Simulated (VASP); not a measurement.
# Nb (Im-3m) in VASP: a series of runs

The runs below take Nb through single point, relaxation of cell and atoms, with LDA, r2SCAN.

Program: VASP 6.6.1. These are calculated values, not measurements. Logs are shortened: lines on timing, memory, paths and dates and some standing lists are left out, and cuts for length are marked.

### 1 The cell of the first run

Symmetry: Im-3m, No. 229, cubic system. Conventional cell: a = 3.247 Å, b = 3.247 Å, c = 3.247 Å, α = 90.00°, β = 90.00°, γ = 90.00°. Within 3.7 Å of Nb (site symmetry m-3m) lie 14 Nb at 2.81 to 3.25 Å.

### 2 Single point, LDA

Contents of INCAR:

```
PREC     = Accurate       # precision mode
ENCUT    = 520            # plane-wave cutoff, eV
EDIFF    = 1E-6           # SCF threshold, eV
ISMEAR   = 1              # smearing method
SIGMA    = 0.1            # smearing width, eV
LREAL    = F              # projectors in reciprocal space
LASPH    = T              # aspherical terms in the spheres
NELM     = 80             # most SCF steps
ALGO     = Normal         # electronic algorithm
ISIF     = 2              # what is computed and relaxed
LWAVE    = F              # write WAVECAR
LCHARG   = F              # write CHGCAR
NBANDS   = 12             # bands
```

Contents of KPOINTS:

```
regular mesh
0
Gamma
  35 35 35
```

Contents of POSCAR:

```
Nb
1.0
   -1.6233862840      1.6233862840      1.6233862840
    1.6233862840     -1.6233862840      1.6233862840
    1.6233862840      1.6233862840     -1.6233862840
Nb
1
Direct
    0.0000000000      0.0000000000      0.0000000000
```

Potentials or basis: VASP PAW LDA potentials, release 64 (Nb_sv).

Launch:

```
cat potpaw_LDA.64/Nb_sv/POTCAR > POTCAR
mpirun -np 1 vasp_std > vasp.out
```

OUTCAR:

```text
PREC = Accurate
   ENCUT = 520
   EDIFF = 1E-6
   ISMEAR = 1
   LREAL = F
   LASPH = T
   NELM = 80
   ISIF = 2

 ion  position               nearest neighbor table
   1  0.000  0.000  0.000-

  LATTYP: Found a body centered cubic cell.
 ALAT       =     3.2467725680

  Lattice vectors:

 A1 = (  -1.6233862840,   1.6233862840,   1.6233862840)
 A2 = (   1.6233862840,  -1.6233862840,   1.6233862840)
 A3 = (   1.6233862840,   1.6233862840,  -1.6233862840)

Analysis of symmetry for initial positions (statically):
=====================================================================
 Subroutine PRICEL returns:
 Original cell was already a primitive cell.

 Routine SETGRP: Setting up the symmetry group for a
 body centered cubic supercell.

 Subroutine GETGRP returns: Found 48 space group operations
 (whereof 48 operations were pure point group operations)
 out of a pool of 48 trial point group operations.

The static configuration has the point symmetry O_h .

Analysis of symmetry for dynamics (positions and initial velocities):
=====================================================================
 Subroutine PRICEL returns:
 Original cell was already a primitive cell.

 Routine SETGRP: Setting up the symmetry group for a
 body centered cubic supercell.

 Subroutine GETGRP returns: Found 48 space group operations
 (whereof 48 operations were pure point group operations)
 out of a pool of 48 trial point group operations.

The dynamic configuration has the point symmetry O_h .

 Subroutine INISYM returns: Found 48 space group operations
 (whereof 48 operations are pure point group operations),
 and found     1 'primitive' translations

----------------------------------------------------------------------------------------

                                     Primitive cell

  volume of cell :      17.1130

  direct lattice vectors                    reciprocal lattice vectors
    -1.623386284  1.623386284  1.623386284     0.000000000  0.307998167  0.307998167
     1.623386284 -1.623386284  1.623386284     0.307998167  0.000000000  0.307998167
     1.623386284  1.623386284 -1.623386284     0.307998167  0.307998167  0.000000000

  length of vectors
     2.811787524  2.811787524  2.811787524     0.435575185  0.435575185  0.435575185

  position of ions in fractional coordinates (direct lattice)
     0.000000000  0.000000000  0.000000000

  ion indices of the primitive-cell ions
   primitive index   ion index
                 1           1

----------------------------------------------------------------------------------------

 KPOINTS: regular mesh

Automatic generation of k-mesh.
 Grid dimensions read from file:
 generate k-points for:   35   35   35

 Generating k-lattice:

  Cartesian coordinates                     Fractional coordinates (reciprocal lattice)
     0.000000000  0.008799948  0.008799948     0.028571429  0.000000000  0.000000000
     0.008799948  0.000000000  0.008799948     0.000000000  0.028571429  0.000000000
     0.008799948  0.008799948  0.000000000     0.000000000  0.000000000  0.028571429

  Length of vectors
     0.012445005  0.012445005  0.012445005

  Shift w.r.t. Gamma in fractional coordinates (k-lattice)
     0.000000000  0.000000000  0.000000000

 Subroutine IBZKPT returns following result:
 ===========================================

 Found   1140 irreducible k-points:

 Following reciprocal coordinates:
            Coordinates               Weight
  0.000000  0.000000  0.000000      1.000000
  0.028571  0.000000  0.000000     12.000000
  0.057143  0.000000  0.000000     12.000000
  0.085714  0.000000  0.000000     12.000000
  0.114286  0.000000  0.000000     12.000000
  0.142857  0.000000  0.000000     12.000000
[... 16 lines left out ...]
  0.142857  0.028571  0.000000     48.000000
  0.171429  0.028571  0.000000     48.000000
 [... further k-points ...]
   k-points           NKPTS =   1140   k-points in BZ     NKDIM =   1140   number of bands    NBANDS=     12
   number of dos      NEDOS =    301   number of ions     NIONS =      1
   total plane-waves  NPLWV =  13824
   dimension x,y,z NGX =    24 NGY =   24 NGZ =   24
   dimension x,y,z NGXF=    48 NGYF=   48 NGZF=   48
   ions per type =               1
   NGX,Y,Z   is equivalent  to a cutoff of  14.19, 14.19, 14.19 a.u.
   NGXF,Y,Z  is equivalent  to a cutoff of  28.38, 28.38, 28.38 a.u.
 SYSTEM =  unknown system
   PREC   = accura    normal or accurate (medium, high low for compatibility)
   ISTART =      0    job   : 0-new  1-cont  2-samecut
   ICHARG =      2    charge: 1-file 2-atom 10-const
   ISPIN  =      1    spin polarized calculation?
   LNONCOLLINEAR =      F non collinear calculations
   LSORBIT =      F    spin-orbit coupling
   LASPH  =      T    aspherical Exc in radial PAW
   ENCUT  =  520.0 eV  38.22 Ry    6.18 a.u.   5.23  5.23  5.23*2*pi/ulx,y,z
   NELM   =     80;   NELMIN=  2; NELMDL= -5     # of ELM steps
   EDIFF  = 0.1E-05   stopping-criterion for ELM
   LREAL  =      F    real-space projection
   EDIFFG = 0.1E-04   stopping-criterion for IOM
   NSW    =      0    number of steps for IOM
   IBRION =     -1    ionic relax: 0-MD 1-quasi-New 2-CG
   NFREE  =      0    steps in history (QN), initial steepest desc. (CG)
   ISIF   =      2    stress and relaxation
   ISYM   =      2    0-nonsym 1-usesym 2-fastsym
   POTIM  = 0.5000    time-step for ionic-motion
   TEBEG  =    0.0;   TEEND  =   0.0 temperature during run
   PSTRESS=    0.0 pullay stress
   NELECT =      13.0000    total number of electrons
   NUPDOWN=      -1.0000    fix difference up-down
   EMIN   =  10.00;   EMAX   =-10.00  energy-range for DOS
   EFERMI =   0.00;   METHOD = LEGACY
   ISMEAR =     1;   SIGMA  =   0.10  broadening in eV -4-tet -1-fermi 0-gaus
   EFERMI_NEDOS =   21; number of points for ismear=-14 and -15
   IALGO  =     38    algorithm
   IMIX   =      4    mixing-type and parameters
     AMIX     =   0.40;   BMIX     =  1.00
     AMIX_MAG =   1.60;   BMIX_MAG =  1.00
  volume/ion in A,a.u.               =      17.11       115.48
  Fermi-wavevector in a.u.,A,eV,Ry     =   1.493760  2.822797 30.358926  2.231318
  Thomas-Fermi vector in A             =   2.606119
   LORBIT       =      0    0 simple, 1 ext, 2 COOP (PROOUT), +10 PAW based schemes
   GGA     = CA    functional components
   LHFCALC =     F    Hartree Fock is set to
   AEXX    =    0.0000 exact exchange contribution
   IVDW    =     0    specifies the selected vdW correction
   LEPSILON=     F    determine dielectric tensor
   LRPA    =     F    only Hartree local field effects (RPA)
 non-spin polarized calculation
 Methfessel and Paxton  Order N= 1 SIGMA  =   0.10
  energy-cutoff  :      520.00
  volume of cell :       17.11
 maximum number of plane-waves:       476
 NGX is ok and might be reduce to    24
   NGX = 11   NGY = 11   NGZ = 11

 number of electron      13.0000001 magnetization

 Free energy of the ion-electron system (eV)
  ---------------------------------------------------
  ext. energy  EPLUGINS =         0.00000000
  ---------------------------------------------------
  free energy    TOTEN  =       -11.25651844 eV

  energy without entropy =      -11.25669672  energy(sigma->0) =      -11.25657787

 E-fermi :  11.7183     XC(G=0): -12.9802

 val. band max:       11.7174201678   @ k =  -0.3143   0.4000   0.0571
 cond. band min:      11.7194868840   @ k =  -0.1429   0.2000   0.0857
 fundamental gap:      0.0020667162
 Fermi energy:        11.7183404458

 k-point     1 :       0.0000    0.0000    0.0000
  band No.  band energies     occupation
      1     -42.2872      2.00000
      2     -17.6145      2.00000
      3     -17.6145      2.00000
      4     -17.6145      2.00000
      5       5.7145      2.00000
      6      12.0450     -0.00004
      7      12.0450     -0.00004
      8      12.0450     -0.00004
      9      15.1216      0.00000
     10      15.1216      0.00000
     11      26.0996      0.00000
     12      26.0996      0.00000

 k-point     2 :       0.0286    0.0000    0.0000
  band No.  band energies     occupation
      1     -42.2848      2.00000
      2     -17.6287      2.00000
      3     -17.6188      2.00000
      4     -17.6147      2.00000
      5       5.7510      2.00000
      6      12.0220     -0.00015
      7      12.0404     -0.00005
      8      12.0798     -0.00000
      9      15.0831      0.00000
     10      15.1213      0.00000
     11      26.1357      0.00000
     12      26.1631      0.00000

 k-point     3 :       0.0571    0.0000    0.0000
  band No.  band energies     occupation
      1     -42.2776      2.00000
      2     -17.6706      2.00000
      3     -17.6313      2.00000
      4     -17.6151      2.00000
      5       5.8590      2.00000
      6      11.9546     -0.00419
      7      12.0247     -0.00013
      8      12.1838     -0.00000
      9      14.9775      0.00000
     10      15.1210      0.00000
     11      26.2231      0.00000
     12      26.3485      0.00000

 k-point     4 :       0.0857    0.0000    0.0000
  band No.  band energies     occupation
      1     -42.2659      2.00000
      2     -17.7385      2.00000
      3     -17.6517      2.00000
      4     -17.6157      2.00000
      5       6.0344      2.00000
      6      11.8472     -0.06976
      7      11.9927     -0.00073
      8      12.3560     -0.00000
      9      14.8313      0.00000
     10      15.1222      0.00000
     11      26.3628      0.00000
     12      26.6533      0.00000

 k-point     5 :       0.1143    0.0000    0.0000
  band No.  band energies     occupation
      1     -42.2501      2.00000
      2     -17.8297      2.00000
      3     -17.6793      2.00000
      4     -17.6166      2.00000
      5       6.2696      2.00000
      6      11.7065      1.19817
      7      11.9376     -0.00819
      8      12.5946     -0.00000
      9      14.6794      0.00000
     10      15.1272      0.00000
     11      26.5288      0.00000
     12      27.0695      0.00000
[... 228 lines left out ...]
      1     -42.2568      2.00000
      2     -17.7920      2.00000
      3     -17.6621      2.00000
      4     -17.6210      2.00000
      5       6.1707      2.00000
      6      11.7819      0.12949
      7      11.9363     -0.00857
      8      12.5036     -0.00000
      9      14.7249      0.00000
     10      15.1361      0.00000
     11      26.4622      0.00000
     12      26.9115      0.00000

 k-point    22 :       0.1143    0.0286    0.0000
  band No.  band energies     occupation
      1     -42.2390      2.00000
      2     -17.8924      2.00000
      3     -17.6931      2.00000
      4     -17.6222      2.00000
      5       6.4311      2.00000
      6      11.6269      2.02760
      7      11.8680     -0.05564
      8      12.7763     -0.00000
      9      14.5815      0.00000
     10      15.1507      0.00000
     11      26.6381      0.00000
     12      27.3604      0.00000

 k-point    23 :       0.1429    0.0286    0.0000
  band No.  band energies     occupation
      1     -42.2179      2.00000
      2     -18.0102      2.00000
      3     -17.7299      2.00000
      4     -17.6235      2.00000
      5       6.7332      2.00000
      6      11.4507      2.00102
      7      11.7758      0.18343
      8      13.1113     -0.00000
      9      14.4792      0.00000
     10      15.1733      0.00000
     11      26.7832      0.00000
     12      27.9568      0.00000

 k-point    24 :       0.1714    0.0286    0.0000
  band No.  band energies     occupation
      1     -42.1940      2.00000
      2     -18.1409      2.00000
      3     -17.7711      2.00000
      4     -17.6249      2.00000
      5       7.0582      2.00000
      6      11.2617      2.00000
      7      11.6732      1.68420
      8      13.5049     -0.00000
      9      14.4349      0.00000
     10      15.2058      0.00000
     11      26.8398      0.00000
     12      28.4485      0.00000

 [... further k-points ...]

------------------------ aborting loop because EDIFF is reached ----------------------------------------

  FORCE on cell =-STRESS in cart. coord.  units (eV):
  Direction    XX          YY          ZZ          XY          YZ          ZX
  --------------------------------------------------------------------------------------
  -------------------------------------------------------------------------------------
  Total       -0.0148112     -0.0148112     -0.0148112     -0.0000000     -0.0000000     -0.0000000
  in kB       -1.3866785     -1.3866785     -1.3866785     -0.0000000     -0.0000000     -0.0000000
  external PRESSURE =      -1.3866785 kB  Pullay stress =       0.0000000 kB

 VOLUME and BASIS-vectors are now :
 -----------------------------------------------------------------------------
  energy-cutoff  :      520.00
  volume of cell :       17.11
      direct lattice vectors                 reciprocal lattice vectors
    -1.623386284  1.623386284  1.623386284     0.000000000  0.307998167  0.307998167
     1.623386284 -1.623386284  1.623386284     0.307998167  0.000000000  0.307998167
     1.623386284  1.623386284 -1.623386284     0.307998167  0.307998167  0.000000000

 POSITION                                       TOTAL-FORCE (eV/Angst)
 -----------------------------------------------------------------------------------
      0.00000      0.00000      0.00000        -0.000000      0.000000      0.000000
 -----------------------------------------------------------------------------------
    total drift:                                0.000000      0.000000      0.000000

  FREE ENERGIE OF THE ION-ELECTRON SYSTEM (eV)
  ---------------------------------------------------
  free  energy   TOTEN  =       -11.2565184433 eV

  energy  without entropy=      -11.2566967195  energy(sigma->0) =      -11.25657787
```

It took 2.1 min on 1 thread of Intel Xeon Platinum 8488C (Sapphire Rapids), shared host; peak memory 0.32 GiB.

What came out:

| Item | Value |
| --- | --- |
| Free energy | -11.2565 eV |
| Pressure | -0.1 GPa |

### 3 Single point, r2SCAN

This run uses another cell than the first one, of 18.00 Å³/atom, 1.052 times its volume.

Contents of POSCAR:

```
Nb
1.0
   -1.6509722720      1.6509722720      1.6509722720
    1.6509722720     -1.6509722720      1.6509722720
    1.6509722720      1.6509722720     -1.6509722720
Nb
1
Direct
    0.0000000000      0.0000000000      0.0000000000
```

Contents of INCAR.step1:

```
SYSTEM = Nb
PREC     = Accurate       ! precision mode
ENCUT    = 520            ! plane-wave cutoff, eV
ISMEAR   = 1              ! smearing method
SIGMA    = 0.1            ! smearing width, eV
LREAL    = .False.        ! projectors in reciprocal space
LASPH    = .True.         ! aspherical terms in the spheres
NELM     = 60             ! most SCF steps
NBANDS   = 12             ! bands
GGA      = PE             ! functional
ALGO     = Normal         ! electronic algorithm
EDIFF    = 1E-4           ! SCF threshold, eV
LWAVE    = .True.         ! write WAVECAR
LCHARG   = .False.        ! write CHGCAR
```

Contents of INCAR.step2:

```
SYSTEM = Nb
PREC     = Accurate       ! precision mode
ENCUT    = 520            ! plane-wave cutoff, eV
EDIFF    = 1E-7           ! SCF threshold, eV
ISMEAR   = 1              ! smearing method
SIGMA    = 0.1            ! smearing width, eV
LREAL    = .False.        ! projectors in reciprocal space
LASPH    = .True.         ! aspherical terms in the spheres
NELM     = 60             ! most SCF steps
ALGO     = Normal         ! electronic algorithm
ISIF     = 2              ! what is computed and relaxed
LWAVE    = .False.        ! write WAVECAR
LCHARG   = .False.        ! write CHGCAR
METAGGA  = R2SCAN         ! meta-GGA
LMIXTAU  = .True.       
NBANDS   = 12             ! bands
ISTART   = 1
```

Contents of KPOINTS:

```
Automatic mesh
0
Gamma
  34 34 34
  0 0 0
```

Potentials or basis: VASP PAW PBE potentials, release 64 (Nb_sv).

Launch:

```
cat potpaw_PBE.64/Nb_sv/POTCAR > POTCAR
cp INCAR.step1 INCAR
mpirun -np 1 vasp_std > vasp.out
cp INCAR.step2 INCAR
mpirun -np 1 vasp_std > vasp.out
```

Wall time 8.1 min (1 thread of Intel Xeon Platinum 8488C (Sapphire Rapids), shared host); peak memory 0.33 GiB.

The run converged. Its results:

```yaml
Free_energy: -24.8430 eV
Pressure: -0.1 GPa
```

Levels at points of the mesh, in eV from the Fermi level:
```
           k point  band 4  band 5  band 6  band 7  band 8  band 9  band 10  band 11
(0.00, 0.00, 0.00)  -30.69   -6.28    0.45    0.45    0.45    3.57     3.57    14.88
(0.50, 0.00, 0.00)  -30.70   -3.90   -1.71    2.26    3.59    4.32     6.67    12.16
(0.50, 0.50, 0.50)  -31.67   -3.89   -3.89    5.87    5.87    5.87     9.54     9.54
```

Caveat: the PAW data sets were made with another functional, which shifts forces and pressure a little.

### 4 Relaxation of cell and atoms, r2SCAN

This run uses another cell than the first one, of 17.97 Å³/atom, 1.050 times its volume.

Contents of POSCAR:

```
Nb
1.0
   -1.6500000000      1.6500000000      1.6500000000
    1.6500000000     -1.6500000000      1.6500000000
    1.6500000000      1.6500000000     -1.6500000000
Nb
1
Direct
    0.0000000000      0.0000000000      0.0000000000
```

Contents of INCAR.step1:

```
SYSTEM = Nb
PREC = Accurate ; ENCUT = 600
ISMEAR = 1 ; SIGMA = 0.1
LREAL = .False. ; LASPH = .True.
NELM = 80 ; GGA = PE
ALGO = Normal ; EDIFF = 1E-4
LWAVE = .True. ; LCHARG = .False.
```

Contents of INCAR.step2:

```
SYSTEM = Nb
PREC = Accurate ; ENCUT = 600
EDIFF = 1E-7 ; ISMEAR = 1
SIGMA = 0.1 ; LREAL = .False.
LASPH = .True. ; NELM = 80
ALGO = Normal ; ISIF = 3
LWAVE = .False. ; LCHARG = .False.
METAGGA = R2SCAN ; LMIXTAU = .True.
IBRION = 2 ; NSW = 60
EDIFFG = -0.005 ; ISTART = 1
```

Contents of KPOINTS:

```
regular mesh
0
Gamma
  23 23 23
  0 0 0
```

Launch:

```
cat potpaw_PBE.64/Nb_sv/POTCAR > POTCAR
cp INCAR.step1 INCAR
mpirun -np 1 vasp_std > vasp.out
cp INCAR.step2 INCAR
mpirun -np 1 vasp_std > vasp.out
```

It took 6.3 min on 1 thread of Intel Xeon Platinum 8488C (Sapphire Rapids), shared host; peak memory 0.22 GiB.

It converged, with:

```
Free energy                            : -24.8419 eV
Relaxed volume                         : 17.98 Å³/atom
Relaxed cell                           : a = 2.859 Å, b = 2.859 Å, c = 2.859 Å, α = 109.47°, β = 109.47°, γ = 109.47°
Space group after relaxing (to 0.05 Å) : Im-3m (No. 229)
Energy gained by relaxing              : 0.0 meV/atom
Ionic steps                            : 3
Pressure after relaxing                : 0.0 GPa
```

Final structure:
```cif
data_structure
_symmetry_space_group_name_H-M 'P 1'
_symmetry_Int_Tables_number 1
_cell_length_a 2.8586
_cell_length_b 2.8586
_cell_length_c 2.8586
_cell_angle_alpha 109.471
_cell_angle_beta 109.471
_cell_angle_gamma 109.471
_cell_volume 17.98
loop_
_atom_site_label
_atom_site_type_symbol
_atom_site_fract_x
_atom_site_fract_y
_atom_site_fract_z
_atom_site_occupancy
Nb1 Nb 0.00000 0.00000 0.00000 1
```

Levels at points of the mesh, in eV from the Fermi level:
```tsv
k point	band 2	band 3	band 4	band 5	band 6	band 7	band 8	band 9	band 10
(0.00, 0.00, 0.00)	-30.68	-30.68	-30.68	-6.29	0.45	0.45	0.45	3.58	3.58
```

Caveat: the PAW data sets were made with another functional, which shifts forces and pressure a little.

### 5 The runs side by side

```tsv
task	level	potentials or basis	cell	k mesh	cutoff (eV)	gap on the mesh (eV)	pressure (GPa)
single point	LDA	VASP PAW LDA potentials, release 64 (Nb_sv)	a = 2.812 Å, angles 109.5°, 1 atom	35 × 35 × 35	520	none	-0.1
single point	r2SCAN	VASP PAW PBE potentials, release 64 (Nb_sv)	a = 2.860 Å, angles 109.5°, 1 atom	34 × 34 × 34	520	none	-0.1
relaxation of cell and atoms	r2SCAN	VASP PAW PBE potentials, release 64 (Nb_sv)	relaxed from a = 2.858 Å, angles 109.5°, 1 atom	23 × 23 × 23	600	none	0.0
```

Alike in all rows: no spin polarisation; smearing methfessel-paxton 0.1 eV.

Caveats: the PAW data sets were made with another functional, which shifts forces and pressure a little (some runs).

Absolute energies hang on the potentials; compare differences alone.
